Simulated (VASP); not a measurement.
## AlAs: single point with LDA

Crystal: AlAs.

```
CELL_PARAMETERS angstrom
4.00279 0.00000 0.00000
2.00140 3.46652 0.00000
2.00140 1.15551 3.26826
ATOMIC_POSITIONS crystal
Al 0.00000 0.00000 0.00000
As 0.25000 0.25000 0.25000
```

```
Program             : VASP 6.6.1
Task                : single point
Functional          : LDA
Potentials or basis : VASP PAW LDA potentials, release 64 (Al, As)
Cutoff              : 500 eV
k mesh              : 4 × 4 × 4
Occupations         : gaussian, width 0.01 eV
Spin                : no spin polarisation
```

The pressure is -0.6 GPa and the band gap on the k mesh is 1.30 eV, indirect (least direct gap 1.87 eV).

Levels at points of the mesh, in eV from the valence-band top:
| k point | band 1 | band 2 | band 3 | band 4 | band 5 | band 6 | band 7 | band 8 | band 9 |
| --- | --- | --- | --- | --- | --- | --- | --- | --- | --- |
| (0.00, 0.00, 0.00) | -11.90 | 0.00 | 0.00 | 0.00 | 1.87 | 4.21 | 4.21 | 4.21 | 8.59 |
| (0.50, 0.00, 0.00) | -10.47 | -5.62 | -0.83 | -0.83 | 2.00 | 4.60 | 4.60 | 7.55 | 10.97 |
| (0.50, 0.50, 0.00) | -9.92 | -5.47 | -2.19 | -2.19 | 1.30 | 2.17 | 10.18 | 10.18 | 11.56 |

Wall time 5 s on 1 thread of AMD EPYC 7R43 64-Core Processor (Zen 3) (shared host), peak memory 0.11 GiB.

Caveat: the k points lie up to 0.48 Å⁻¹ apart. Expect the measured gap to be larger: semilocal functionals such as LDA lack the derivative discontinuity.
